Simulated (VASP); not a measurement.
# Pb (P2_1/m) in VASP: single point with PBE

Aim: the single point of Pb with PBE.

Everything below comes from runs of VASP 6.6.1. Logs are shortened: lines on timing, memory, paths and dates and some standing lists are left out, and cuts for length are marked.

## 1. The cell of the first run

It takes space group P2_1/m (No. 11, monoclinic). The conventional cell has a = 3.480 Å, b = 5.590 Å, c = 3.480 Å, α = 90.00°, β = 120.00°, γ = 90.00°. Within 4.4 Å of Pb (site symmetry m) lie 12 Pb at 3.35 to 3.55 Å.

## 2. Single point, PBE (atom 2 (Pb) moved by [0.2, 0.0, 0.0] A)

INCAR

```
PREC = Accurate
ENCUT = 520
EDIFF = 1E-6
ISMEAR = -1
SIGMA = 0.08
LREAL = F
LASPH = T
NELM = 60
ALGO = Normal
ISIF = 2
LWAVE = F
LCHARG = F
GGA = PE
NBANDS = 21
```

KPOINTS

```
regular mesh
0
Gamma
  14 14 8
```

POSCAR

```
Pb
1.0
    3.4800006906      0.0000000000      0.0000000000
   -1.7400003453      3.0137690032      0.0000000000
    0.0000000000      0.0000000000      5.5900000000
Pb
2
Direct
    0.3333333333      0.6666666667      0.2500000000
    0.7241379197      0.3333333333      0.7500000000
```

Potentials or basis: VASP PAW PBE potentials, release 64 (Pb_d).

Launch:

```console
$ cat potpaw_PBE.64/Pb_d/POTCAR > POTCAR
$ mpirun -np 1 vasp_std > vasp.out
```

OUTCAR:

```text
PREC = Accurate
   ENCUT = 520
   EDIFF = 1E-6
   ISMEAR = -1
   LREAL = F
   LASPH = T
   NELM = 60
   ISIF = 2
   GGA = PE

 ion  position               nearest neighbor table
   1  0.333  0.667  0.250-   2 3.35   2 3.35   2 3.45   2 3.45   2 3.55   2 3.55
   2  0.724  0.333  0.750-   1 3.35   1 3.35   1 3.45   1 3.45   1 3.55   1 3.55

  LATTYP: Found a hexagonal cell.
 ALAT       =     3.4800006906
 C/A-ratio  =     1.6063215203

  Lattice vectors:

 A1 = (   3.4800006906,   0.0000000000,   0.0000000000)
 A2 = (  -1.7400003453,   3.0137690032,   0.0000000000)
 A3 = (   0.0000000000,   0.0000000000,   5.5900000000)

Analysis of symmetry for initial positions (statically):
=====================================================================
 Subroutine PRICEL returns:
 Original cell was already a primitive cell.

 Routine SETGRP: Setting up the symmetry group for a
 hexagonal supercell.

 Subroutine GETGRP returns: Found  4 space group operations
 (whereof  1 operations were pure point group operations)
 out of a pool of 24 trial point group operations.

The static configuration has the point symmetry C_1 .
 The point group associated with its full space group is C_2h.

Analysis of symmetry for dynamics (positions and initial velocities):
=====================================================================
 Subroutine PRICEL returns:
 Original cell was already a primitive cell.

 Routine SETGRP: Setting up the symmetry group for a
 hexagonal supercell.

 Subroutine GETGRP returns: Found  4 space group operations
 (whereof  1 operations were pure point group operations)
 out of a pool of 24 trial point group operations.

The dynamic configuration has the point symmetry C_1 .
 The point group associated with its full space group is C_2h.

 Subroutine INISYM returns: Found  4 space group operations
 (whereof  1 operations are pure point group operations),
 and found     1 'primitive' translations

----------------------------------------------------------------------------------------

                                     Primitive cell

  volume of cell :      58.6275

  direct lattice vectors                    reciprocal lattice vectors
     3.480000691  0.000000000  0.000000000     0.287356265  0.165905217  0.000000000
    -1.740000345  3.013769003  0.000000000     0.000000000  0.331810434  0.000000000
     0.000000000  0.000000000  5.590000000     0.000000000  0.000000000  0.178890877

  length of vectors
     3.480000691  3.480000691  5.590000000     0.331810434  0.331810434  0.178890877

  position of ions in fractional coordinates (direct lattice)
     0.333333333  0.666666667  0.250000000
     0.724137920  0.333333333  0.750000000

  ion indices of the primitive-cell ions
   primitive index   ion index
                 1           1
                 2           2

----------------------------------------------------------------------------------------

 KPOINTS: regular mesh

Automatic generation of k-mesh.
 Grid dimensions read from file:
 generate k-points for:   14   14    8

 Generating k-lattice:

  Cartesian coordinates                     Fractional coordinates (reciprocal lattice)
     0.020525447  0.011850373  0.000000000     0.071428571 -0.000000000  0.000000000
     0.000000000  0.023700745  0.000000000     0.000000000  0.071428571  0.000000000
     0.000000000  0.000000000  0.022361360     0.000000000  0.000000000  0.125000000

  Length of vectors
     0.023700745  0.023700745  0.022361360

  Shift w.r.t. Gamma in fractional coordinates (k-lattice)
     0.000000000  0.000000000  0.000000000

 Subroutine IBZKPT returns following result:
 ===========================================

 Found    500 irreducible k-points:

 Following reciprocal coordinates:
            Coordinates               Weight
  0.000000  0.000000  0.000000      1.000000
  0.071429  0.000000  0.000000      2.000000
  0.000000  0.071429  0.000000      2.000000
 -0.071429  0.071429  0.000000      2.000000
  0.142857  0.000000  0.000000      2.000000
  0.000000  0.142857  0.000000      2.000000
[... 16 lines left out ...]
  0.071429  0.071429  0.000000      2.000000
 -0.071429  0.142857  0.000000      2.000000
 [... further k-points ...]
   k-points           NKPTS =    500   k-points in BZ     NKDIM =    500   number of bands    NBANDS=     21
   number of dos      NEDOS =    301   number of ions     NIONS =      2
   total plane-waves  NPLWV =  32928
   dimension x,y,z NGX =    28 NGY =   28 NGZ =   42
   dimension x,y,z NGXF=    56 NGYF=   56 NGZF=   84
   ions per type =               2
   NGX,Y,Z   is equivalent  to a cutoff of  13.38, 13.38, 12.49 a.u.
   NGXF,Y,Z  is equivalent  to a cutoff of  26.75, 26.75, 24.98 a.u.
 SYSTEM =  unknown system
   PREC   = accura    normal or accurate (medium, high low for compatibility)
   ISTART =      0    job   : 0-new  1-cont  2-samecut
   ICHARG =      2    charge: 1-file 2-atom 10-const
   ISPIN  =      1    spin polarized calculation?
   LNONCOLLINEAR =      F non collinear calculations
   LSORBIT =      F    spin-orbit coupling
   LASPH  =      T    aspherical Exc in radial PAW
   ENCUT  =  520.0 eV  38.22 Ry    6.18 a.u.   6.47  6.47 10.39*2*pi/ulx,y,z
   NELM   =     60;   NELMIN=  2; NELMDL= -5     # of ELM steps
   EDIFF  = 0.1E-05   stopping-criterion for ELM
   LREAL  =      F    real-space projection
   EDIFFG = 0.1E-04   stopping-criterion for IOM
   NSW    =      0    number of steps for IOM
   IBRION =     -1    ionic relax: 0-MD 1-quasi-New 2-CG
   NFREE  =      0    steps in history (QN), initial steepest desc. (CG)
   ISIF   =      2    stress and relaxation
   ISYM   =      2    0-nonsym 1-usesym 2-fastsym
   POTIM  = 0.5000    time-step for ionic-motion
   TEBEG  =    0.0;   TEEND  =   0.0 temperature during run
   PSTRESS=    0.0 pullay stress
   NELECT =      28.0000    total number of electrons
   NUPDOWN=      -1.0000    fix difference up-down
   EMIN   =  10.00;   EMAX   =-10.00  energy-range for DOS
   EFERMI =   0.00;   METHOD = LEGACY
   ISMEAR =    -1;   SIGMA  =   0.08  broadening in eV -4-tet -1-fermi 0-gaus
   EFERMI_NEDOS =   21; number of points for ismear=-14 and -15
   IALGO  =     38    algorithm
   IMIX   =      4    mixing-type and parameters
     AMIX     =   0.40;   BMIX     =  1.00
     AMIX_MAG =   1.60;   BMIX_MAG =  1.00
  volume/ion in A,a.u.               =      29.31       197.82
  Fermi-wavevector in a.u.,A,eV,Ry     =   1.279658  2.418202 22.279864  1.637524
  Thomas-Fermi vector in A             =   2.412130
   LORBIT       =      0    0 simple, 1 ext, 2 COOP (PROOUT), +10 PAW based schemes
   GGA     = PE    functional components
   LHFCALC =     F    Hartree Fock is set to
   AEXX    =    0.0000 exact exchange contribution
   IVDW    =     0    specifies the selected vdW correction
   LEPSILON=     F    determine dielectric tensor
   LRPA    =     F    only Hartree local field effects (RPA)
 non-spin polarized calculation
  energy-cutoff  :      520.00
  volume of cell :       58.63
 maximum number of plane-waves:      1617
 NGX is ok and might be reduce to    28
   NGX = 13   NGY = 13   NGZ = 21

 number of electron      28.0000005 magnetization

 Free energy of the ion-electron system (eV)
  ---------------------------------------------------
  ext. energy  EPLUGINS =         0.00000000
  ---------------------------------------------------
  free energy    TOTEN  =        -7.03791693 eV

  energy without entropy =       -7.01461723  energy(sigma->0) =       -7.02626708

 E-fermi :   7.6329     XC(G=0): -10.3491

 val. band max:        7.6318238366   @ k =  -0.3571   0.5000  -0.2500
 cond. band min:       7.6387636322   @ k =   0.2857  -0.0714  -0.1250
 fundamental gap:      0.0069397956
 Fermi energy:         7.6328527124

 k-point     1 :       0.0000    0.0000    0.0000
  band No.  band energies     occupation
      1      -9.4830      2.00000
      2      -9.4501      2.00000
      3      -9.4166      2.00000
      4      -9.4006      2.00000
      5      -9.3904      2.00000
      6      -9.3891      2.00000
[... 13 lines left out ...]
     20      16.7244      0.00000
     21      19.1466      0.00000

 k-point     2 :       0.0714    0.0000    0.0000
  band No.  band energies     occupation
      1      -9.4743      2.00000
      2      -9.4555      2.00000
      3      -9.4079      2.00000
      4      -9.3943      2.00000
      5      -9.3940      2.00000
      6      -9.3773      2.00000
[... 13 lines left out ...]
     20      17.1693      0.00000
     21      18.6848      0.00000

 k-point     3 :       0.0000    0.0714    0.0000
  band No.  band energies     occupation
      1      -9.4770      2.00000
      2      -9.4506      2.00000
      3      -9.4093      2.00000
      4      -9.3958      2.00000
      5      -9.3937      2.00000
      6      -9.3815      2.00000
[... 13 lines left out ...]
     20      17.2257      0.00000
     21      18.7281      0.00000

 k-point     4 :      -0.0714    0.0714    0.0000
  band No.  band energies     occupation
      1      -9.4827      2.00000
      2      -9.4483      2.00000
      3      -9.4055      2.00000
      4      -9.3930      2.00000
      5      -9.3890      2.00000
      6      -9.3863      2.00000
[... 13 lines left out ...]
     20      17.2613      0.00000
     21      18.7647      0.00000

 k-point     5 :       0.1429    0.0000    0.0000
  band No.  band energies     occupation
      1      -9.4841      2.00000
      2      -9.4396      2.00000
      3      -9.4078      2.00000
      4      -9.3959      2.00000
      5      -9.3654      2.00000
      6      -9.3483      2.00000
[... 13 lines left out ...]
     20      18.0727      0.00000
     21      18.1483      0.00000
[... 382 lines left out ...]
     20      16.0519      0.00000
     21      17.9061      0.00000

 k-point    22 :       0.5000    0.5000    0.0000
  band No.  band energies     occupation
      1      -9.5992      2.00000
      2      -9.5015      2.00000
      3      -9.4568      2.00000
      4      -9.4524      2.00000
      5      -9.3141      2.00000
      6      -9.2822      2.00000
[... 13 lines left out ...]
     20      15.8461      0.00000
     21      17.9607      0.00000

 k-point    23 :       0.0714    0.0714    0.0000
  band No.  band energies     occupation
      1      -9.4627      2.00000
      2      -9.4615      2.00000
      3      -9.4025      2.00000
      4      -9.3943      2.00000
      5      -9.3807      2.00000
      6      -9.3672      2.00000
[... 13 lines left out ...]
     20      17.4464      0.00000
     21      18.3417      0.00000

 k-point    24 :      -0.0714    0.1429    0.0000
  band No.  band energies     occupation
      1      -9.4776      2.00000
      2      -9.4510      2.00000
      3      -9.4018      2.00000
      4      -9.3975      2.00000
      5      -9.3808      2.00000
      6      -9.3542      2.00000
[... 13 lines left out ...]
     20      17.3882      0.00000
     21      18.3930      0.00000

 [... further k-points ...]

------------------------ aborting loop because EDIFF is reached ----------------------------------------

  FORCE on cell =-STRESS in cart. coord.  units (eV):
  Direction    XX          YY          ZZ          XY          YZ          ZX
  --------------------------------------------------------------------------------------
  -------------------------------------------------------------------------------------
  Total        1.2170654      1.2464848      2.0247743      0.1154256      0.0000000      0.0000000
  in kB       33.2600879     34.0640640     55.3332403      3.1543632      0.0000000      0.0000000
  external PRESSURE =      40.8857974 kB  Pullay stress =       0.0000000 kB

 VOLUME and BASIS-vectors are now :
 -----------------------------------------------------------------------------
  energy-cutoff  :      520.00
  volume of cell :       58.63
      direct lattice vectors                 reciprocal lattice vectors
     3.480000691  0.000000000  0.000000000     0.287356265  0.165905217  0.000000000
    -1.740000345  3.013769003  0.000000000     0.000000000  0.331810434  0.000000000
     0.000000000  0.000000000  5.590000000     0.000000000  0.000000000  0.178890877

 POSITION                                       TOTAL-FORCE (eV/Angst)
 -----------------------------------------------------------------------------------
     -0.00000      2.00918      1.39750         0.076157      0.011023      0.000000
      1.94000      1.00459      4.19250        -0.076157     -0.011023     -0.000000
 -----------------------------------------------------------------------------------
    total drift:                                0.000018      0.000013      0.000000

  FREE ENERGIE OF THE ION-ELECTRON SYSTEM (eV)
  ---------------------------------------------------
  free  energy   TOTEN  =        -7.0379169287 eV

  energy  without entropy=       -7.0146172272  energy(sigma->0) =       -7.02626708
```

It took 7.4 min on 1 thread of Intel Xeon 8259CL, shared host; peak memory 0.56 GiB.

What came out:

- Free energy: -7.0379 eV
- Pressure: 4.1 GPa
- Largest force: 0.077 eV/Å
- Band gap on the k mesh: zero (bands 14 and 15 overlap by 7.26 eV)

Forces on the atoms (eV/Å):
```
Pb   0.076  0.011  0.000
Pb  -0.076 -0.011  0.000
```

Levels at points of the mesh, in eV from the Fermi level:
| k point | band 10 | band 11 | band 12 | band 13 | band 14 | band 15 | band 16 | band 17 | band 18 | band 19 |
| --- | --- | --- | --- | --- | --- | --- | --- | --- | --- | --- |
| (0.00, 0.00, 0.00) | -16.75 | -11.96 | -7.98 | -4.30 | 5.34 | 5.93 | 7.05 | 7.84 | 8.18 | 8.94 |
| (0.50, 0.00, 0.00) | -16.75 | -8.19 | -7.48 | -2.58 | -1.58 | -0.13 | 1.27 | 2.02 | 5.60 | 6.38 |
| (0.00, 0.50, 0.00) | -16.76 | -8.41 | -7.13 | -2.88 | -1.40 | -0.53 | 1.81 | 2.06 | 5.28 | 6.72 |
| (0.50, 0.50, 0.00) | -16.75 | -8.59 | -6.79 | -3.20 | -1.24 | -0.86 | 1.99 | 2.33 | 5.61 | 6.40 |
| (0.00, 0.00, 0.50) | -16.84 | -10.68 | -10.68 | 1.04 | 1.04 | 6.50 | 6.50 | 6.52 | 6.52 | 9.29 |
| (0.50, 0.00, 0.50) | -16.75 | -7.49 | -7.49 | -3.92 | -3.92 | 3.42 | 3.42 | 3.96 | 3.96 | 6.90 |
| (0.00, 0.50, 0.50) | -16.76 | -7.55 | -7.55 | -3.80 | -3.80 | 3.29 | 3.29 | 3.97 | 3.97 | 7.00 |
| (0.50, 0.50, 0.50) | -16.77 | -7.61 | -7.61 | -3.66 | -3.66 | 3.37 | 3.37 | 3.73 | 3.73 | 7.09 |

Caveat: the cell differs from its parent crystal (atom 2 (Pb) moved by [0.2, 0.0, 0.0] A); the cell stands under pressure; spin-orbit coupling is left out, which moves the levels of the heavy elements.
